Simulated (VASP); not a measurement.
# ZnSe2 (P4_2/mnm) in VASP: single point with PBEsol

Aim: the single point of ZnSe2 with PBEsol.

Program: VASP 6.6.1. These are calculated values, not measurements. Logs are shortened: lines on timing, memory, paths and dates and some standing lists are left out, and cuts for length are marked.

## (1) The cell of the first run

It takes space group P4_2/mnm (No. 136, tetragonal). The conventional cell has a = 5.890 Å, b = 5.890 Å, c = 3.784 Å, α = 90.00°, β = 90.00°, γ = 90.00°. Within 3.3 Å of Zn (site symmetry mmm) lie 6 Se at 2.46 to 2.59 Å. Within 3.3 Å of Se (site symmetry m2m) lie 3 Zn at 2.46 to 2.59 Å and 1 Se at 3.16 Å.

## (2) Single point, PBEsol

The input, INCAR:

```
SYSTEM = ZnSe2
ALGO = Normal
EDIFF = 1E-6
ENCUT = 520
GGA = PS
ISIF = 2
ISMEAR = -1
LASPH = .True.
LCHARG = .False.
LREAL = .False.
LWAVE = .False.
NBANDS = 33
NELM = 60
PREC = Accurate
SIGMA = 0.03
```

The input, KPOINTS:

```
k-points
0
Gamma
  4 4 6
  0 0 0
```

The input, POSCAR:

```
ZnSe2
1.0
    5.8899165192      0.0000000000      0.0000000000
    0.0000000000      5.8899165192      0.0000000000
    0.0000000000      0.0000000000      3.7841972822
Zn Se
2 4
Direct
    0.5000000000      0.5000000000      0.5000000000
    0.0000000000      0.0000000000      0.0000000000
    0.6895696083      0.6895696083      0.0000000000
    0.8104303917      0.1895696083      0.5000000000
    0.3104303917      0.3104303917      0.0000000000
    0.1895696083      0.8104303917      0.5000000000
```

Potentials or basis: VASP PAW PBE potentials, release 64 (Zn, Se).

Launch:

```sh
$ cat potpaw_PBE.64/Zn/POTCAR potpaw_PBE.64/Se/POTCAR > POTCAR
$ mpirun -np 1 vasp_std > vasp.out
```

OUTCAR:

```text
SYSTEM = ZnSe2
   EDIFF = 1E-6
   ENCUT = 520
   GGA = PS
   ISIF = 2
   ISMEAR = -1
   LASPH = .True.
   LREAL = .False.
   NELM = 60
   PREC = Accurate

 ion  position               nearest neighbor table
   1  0.500  0.500  0.500-   3 2.46   5 2.46   3 2.46   5 2.46   4 2.59   6 2.59
   2  0.000  0.000  0.000-   4 2.46   6 2.46   4 2.46   6 2.46   5 2.59   3 2.59
   3  0.690  0.690  0.000-   1 2.46   1 2.46   2 2.59
   4  0.810  0.190  0.500-   2 2.46   2 2.46   1 2.59
   5  0.310  0.310  0.000-   1 2.46   1 2.46   2 2.59
   6  0.190  0.810  0.500-   2 2.46   2 2.46   1 2.59

  LATTYP: Found a simple tetragonal cell.
 ALAT       =     5.8899165192
 C/A-ratio  =     0.6424874223

  Lattice vectors:

 A1 = (   5.8899165192,   0.0000000000,   0.0000000000)
 A2 = (   0.0000000000,   5.8899165192,   0.0000000000)
 A3 = (   0.0000000000,   0.0000000000,   3.7841972822)

Analysis of symmetry for initial positions (statically):
=====================================================================
 Subroutine PRICEL returns:
 Original cell was already a primitive cell.

 Routine SETGRP: Setting up the symmetry group for a
 simple tetragonal supercell.

 Subroutine GETGRP returns: Found 16 space group operations
 (whereof  8 operations were pure point group operations)
 out of a pool of 16 trial point group operations.

The static configuration has the point symmetry D_2h.
 The point group associated with its full space group is D_4h.

Analysis of symmetry for dynamics (positions and initial velocities):
=====================================================================
 Subroutine PRICEL returns:
 Original cell was already a primitive cell.

 Routine SETGRP: Setting up the symmetry group for a
 simple tetragonal supercell.

 Subroutine GETGRP returns: Found 16 space group operations
 (whereof  8 operations were pure point group operations)
 out of a pool of 16 trial point group operations.

The dynamic configuration has the point symmetry D_2h.
 The point group associated with its full space group is D_4h.

 Subroutine INISYM returns: Found 16 space group operations
 (whereof  8 operations are pure point group operations),
 and found     1 'primitive' translations

----------------------------------------------------------------------------------------

                                     Primitive cell

  volume of cell :     131.2780

  direct lattice vectors                    reciprocal lattice vectors
     5.889916519  0.000000000  0.000000000     0.169781693  0.000000000  0.000000000
     0.000000000  5.889916519  0.000000000     0.000000000  0.169781693  0.000000000
     0.000000000  0.000000000  3.784197282     0.000000000  0.000000000  0.264256836

  length of vectors
     5.889916519  5.889916519  3.784197282     0.169781693  0.169781693  0.264256836

  position of ions in fractional coordinates (direct lattice)
     0.500000000  0.500000000  0.500000000
     0.000000000  0.000000000  0.000000000
     0.689569608  0.689569608  0.000000000
     0.810430392  0.189569608  0.500000000
     0.310430392  0.310430392  0.000000000
     0.189569608  0.810430392  0.500000000

  ion indices of the primitive-cell ions
   primitive index   ion index
                 1           1
                 2           2
                 3           3
                 4           4
                 5           5
                 6           6

----------------------------------------------------------------------------------------

 KPOINTS: k-points

Automatic generation of k-mesh.
 Grid dimensions read from file:
 generate k-points for:    4    4    6

 Generating k-lattice:

  Cartesian coordinates                     Fractional coordinates (reciprocal lattice)
     0.042445423  0.000000000  0.000000000     0.250000000  0.000000000  0.000000000
     0.000000000  0.042445423  0.000000000     0.000000000  0.250000000  0.000000000
     0.000000000  0.000000000  0.044042806     0.000000000  0.000000000  0.166666667

  Length of vectors
     0.042445423  0.042445423  0.044042806

  Shift w.r.t. Gamma in fractional coordinates (k-lattice)
     0.000000000  0.000000000  0.000000000

 Subroutine IBZKPT returns following result:
 ===========================================

 Found     24 irreducible k-points:

 Following reciprocal coordinates:
            Coordinates               Weight
  0.000000  0.000000  0.000000      1.000000
  0.250000  0.000000  0.000000      4.000000
  0.500000  0.000000  0.000000      2.000000
  0.250000  0.250000  0.000000      4.000000
  0.500000  0.250000  0.000000      4.000000
  0.500000  0.500000  0.000000      1.000000
[... 16 lines left out ...]
  0.500000  0.250000  0.500000      4.000000
  0.500000  0.500000  0.500000      1.000000
   k-points           NKPTS =     24   k-points in BZ     NKDIM =     24   number of bands    NBANDS=     33
   number of dos      NEDOS =    301   number of ions     NIONS =      6
   total plane-waves  NPLWV =  64512
   dimension x,y,z NGX =    48 NGY =   48 NGZ =   28
   dimension x,y,z NGXF=    96 NGYF=   96 NGZF=   56
   ions per type =               2   4
   NGX,Y,Z   is equivalent  to a cutoff of  13.55, 13.55, 12.30 a.u.
   NGXF,Y,Z  is equivalent  to a cutoff of  27.10, 27.10, 24.60 a.u.
 SYSTEM =  ZnSe2
   PREC   = accura    normal or accurate (medium, high low for compatibility)
   ISTART =      0    job   : 0-new  1-cont  2-samecut
   ICHARG =      2    charge: 1-file 2-atom 10-const
   ISPIN  =      1    spin polarized calculation?
   LNONCOLLINEAR =      F non collinear calculations
   LSORBIT =      F    spin-orbit coupling
   LASPH  =      T    aspherical Exc in radial PAW
   ENCUT  =  520.0 eV  38.22 Ry    6.18 a.u.  10.95 10.95  7.04*2*pi/ulx,y,z
   NELM   =     60;   NELMIN=  2; NELMDL= -5     # of ELM steps
   EDIFF  = 0.1E-05   stopping-criterion for ELM
   LREAL  =      F    real-space projection
   EDIFFG = 0.1E-04   stopping-criterion for IOM
   NSW    =      0    number of steps for IOM
   IBRION =     -1    ionic relax: 0-MD 1-quasi-New 2-CG
   NFREE  =      0    steps in history (QN), initial steepest desc. (CG)
   ISIF   =      2    stress and relaxation
   ISYM   =      2    0-nonsym 1-usesym 2-fastsym
   POTIM  = 0.5000    time-step for ionic-motion
   TEBEG  =    0.0;   TEEND  =   0.0 temperature during run
   PSTRESS=    0.0 pullay stress
   NELECT =      48.0000    total number of electrons
   NUPDOWN=      -1.0000    fix difference up-down
   EMIN   =  10.00;   EMAX   =-10.00  energy-range for DOS
   EFERMI =   0.00;   METHOD = LEGACY
   ISMEAR =    -1;   SIGMA  =   0.03  broadening in eV -4-tet -1-fermi 0-gaus
   EFERMI_NEDOS =   21; number of points for ismear=-14 and -15
   IALGO  =     38    algorithm
   IMIX   =      4    mixing-type and parameters
     AMIX     =   0.40;   BMIX     =  1.00
     AMIX_MAG =   1.60;   BMIX_MAG =  1.00
  volume/ion in A,a.u.               =      21.88       147.65
  Fermi-wavevector in a.u.,A,eV,Ry     =   1.170643  2.212195 18.645500  1.370406
  Thomas-Fermi vector in A             =   2.307099
   LORBIT       =      0    0 simple, 1 ext, 2 COOP (PROOUT), +10 PAW based schemes
   GGA     = PS    functional components
   LHFCALC =     F    Hartree Fock is set to
   AEXX    =    0.0000 exact exchange contribution
   IVDW    =     0    specifies the selected vdW correction
   LEPSILON=     F    determine dielectric tensor
   LRPA    =     F    only Hartree local field effects (RPA)
 non-spin polarized calculation
  energy-cutoff  :      520.00
  volume of cell :      131.28
 maximum number of plane-waves:      3558
 NGX is ok and might be reduce to    48
   NGX = 21   NGY = 21   NGZ = 15

 number of electron      48.0000009 magnetization

 Free energy of the ion-electron system (eV)
  ---------------------------------------------------
  ext. energy  EPLUGINS =         0.00000000
  ---------------------------------------------------
  free energy    TOTEN  =       -18.05558619 eV

  energy without entropy =      -18.03328481  energy(sigma->0) =      -18.04443550

 E-fermi :   2.5429     XC(G=0):  -9.9615

 val. band max:        2.5375149251   @ k =   0.5000   0.2500   0.0000
 cond. band min:       2.5684968440   @ k =   0.2500   0.2500   0.3333
 fundamental gap:      0.0309819189
 Fermi energy:         2.5428726856

 k-point     1 :       0.0000    0.0000    0.0000
  band No.  band energies     occupation
      1     -11.6971      2.00000
      2      -9.9282      2.00000
      3      -9.7834      2.00000
      4      -9.7834      2.00000
      5      -4.9935      2.00000
      6      -4.9475      2.00000
[... 25 lines left out ...]
     32       8.6822      0.00000
     33      11.5060      0.00000

 k-point     2 :       0.2500    0.0000    0.0000
  band No.  band energies     occupation
      1     -11.5287      2.00000
      2     -10.4216      2.00000
      3      -9.7316      2.00000
      4      -9.6019      2.00000
      5      -4.8753      2.00000
      6      -4.8273      2.00000
[... 25 lines left out ...]
     32       9.2937      0.00000
     33      10.2041      0.00000

 k-point     3 :       0.5000    0.0000    0.0000
  band No.  band energies     occupation
      1     -11.0598      2.00000
      2     -11.0598      2.00000
      3      -9.6251      2.00000
      4      -9.6251      2.00000
      5      -4.8016      2.00000
      6      -4.8016      2.00000
[... 25 lines left out ...]
     32       8.7896      0.00000
     33       9.7021      0.00000

 k-point     4 :       0.2500    0.2500    0.0000
  band No.  band energies     occupation
      1     -11.3763      2.00000
      2     -10.5415      2.00000
      3      -9.8591      2.00000
      4      -9.6067      2.00000
      5      -4.9571      2.00000
      6      -4.8072      2.00000
[... 25 lines left out ...]
     32       9.2041      0.00000
     33      10.4435      0.00000

 k-point     5 :       0.5000    0.2500    0.0000
  band No.  band energies     occupation
      1     -10.9722      2.00000
      2     -10.9722      2.00000
      3      -9.7672      2.00000
      4      -9.7672      2.00000
      5      -4.8600      2.00000
      6      -4.8600      2.00000
[... 604 lines left out ...]
 k-point    22 :       0.2500    0.2500    0.5000
  band No.  band energies     occupation
      1     -10.2852      2.00000
      2     -10.2241      2.00000
      3      -9.7306      2.00000
      4      -9.6422      2.00000
      5      -4.7422      2.00000
      6      -4.7303      2.00000
[... 25 lines left out ...]
     32      10.3166      0.00000
     33      10.4663      0.00000

 k-point    23 :       0.5000    0.2500    0.5000
  band No.  band energies     occupation
      1     -10.2182      2.00000
      2     -10.2182      2.00000
      3      -9.7145      2.00000
      4      -9.7145      2.00000
      5      -4.7125      2.00000
      6      -4.7125      2.00000
[... 25 lines left out ...]
     32       9.7926      0.00000
     33      10.2878      0.00000

 k-point    24 :       0.5000    0.5000    0.5000
  band No.  band energies     occupation
      1     -10.2189      2.00000
      2     -10.2189      2.00000
      3      -9.6898      2.00000
      4      -9.6898      2.00000
      5      -4.6422      2.00000
      6      -4.6422      2.00000
[... 25 lines left out ...]
     32       9.1304      0.00000
     33      10.3187      0.00000

------------------------ aborting loop because EDIFF is reached ----------------------------------------

  FORCE on cell =-STRESS in cart. coord.  units (eV):
  Direction    XX          YY          ZZ          XY          YZ          ZX
  --------------------------------------------------------------------------------------
  -------------------------------------------------------------------------------------
  Total        0.1140914      0.1140914      0.2309058     -0.0000000      0.0000000      0.0000000
  in kB        1.3924241      1.3924241      2.8180805     -0.0000000      0.0000000      0.0000000
  external PRESSURE =       1.8676429 kB  Pullay stress =       0.0000000 kB

 VOLUME and BASIS-vectors are now :
 -----------------------------------------------------------------------------
  energy-cutoff  :      520.00
  volume of cell :      131.28
      direct lattice vectors                 reciprocal lattice vectors
     5.889916519  0.000000000  0.000000000     0.169781693  0.000000000  0.000000000
     0.000000000  5.889916519  0.000000000     0.000000000  0.169781693  0.000000000
     0.000000000  0.000000000  3.784197282     0.000000000  0.000000000  0.264256836

 POSITION                                       TOTAL-FORCE (eV/Angst)
 -----------------------------------------------------------------------------------
      2.94496      2.94496      1.89210         0.000000      0.000000      0.000000
      0.00000      0.00000      0.00000         0.000000      0.000000      0.000000
      4.06151      4.06151      0.00000         0.015541      0.015541     -0.000000
      4.77337      1.11655      1.89210        -0.015541      0.015541     -0.000000
      1.82841      1.82841      0.00000        -0.015541     -0.015541      0.000000
      1.11655      4.77337      1.89210         0.015541     -0.015541      0.000000
 -----------------------------------------------------------------------------------
    total drift:                                0.000000     -0.000000     -0.000000

  FREE ENERGIE OF THE ION-ELECTRON SYSTEM (eV)
  ---------------------------------------------------
  free  energy   TOTEN  =       -18.0555861890 eV

  energy  without entropy=      -18.0332848108  energy(sigma->0) =      -18.04443550
```

Wall time 74 s (1 thread of Intel Xeon Platinum 8488C (Sapphire Rapids), shared host); peak memory 0.29 GiB.

Results:

- Free energy: -18.0556 eV
- Pressure: 0.2 GPa
- Largest force: 0.022 eV/Å
- Band gap on the k mesh: zero (band 24 reaches 3.15 eV, above the bottom of band 25 at 1.50 eV)

Forces on the atoms (eV/Å):
```
Zn   0.000  0.000  0.000
Zn   0.000  0.000  0.000
Se   0.016  0.016  0.000
Se  -0.016  0.016  0.000
Se  -0.016 -0.016  0.000
Se   0.016 -0.016  0.000
```

Levels at points of the mesh, in eV from the Fermi level:
```csv
k point,band 22,band 23,band 24,band 25,band 26,band 27
"(0.00, 0.00, 0.00)",0.05,0.05,0.61,0.61,0.94,2.17
"(0.50, 0.00, 0.00)",-1.26,0.23,0.23,0.39,0.39,3.89
"(0.50, 0.50, 0.00)",-0.88,-0.70,-0.70,-0.09,-0.09,3.51
"(0.00, 0.00, 0.50)",-1.53,-1.29,-1.29,-1.04,-1.04,3.59
"(0.50, 0.00, 0.50)",-1.62,-0.58,-0.58,0.64,0.64,4.54
"(0.50, 0.50, 0.50)",-1.13,-0.36,-0.36,-0.33,-0.33,3.20
```

Caveat: the PAW data sets were made with another functional, which shifts forces and pressure a little.
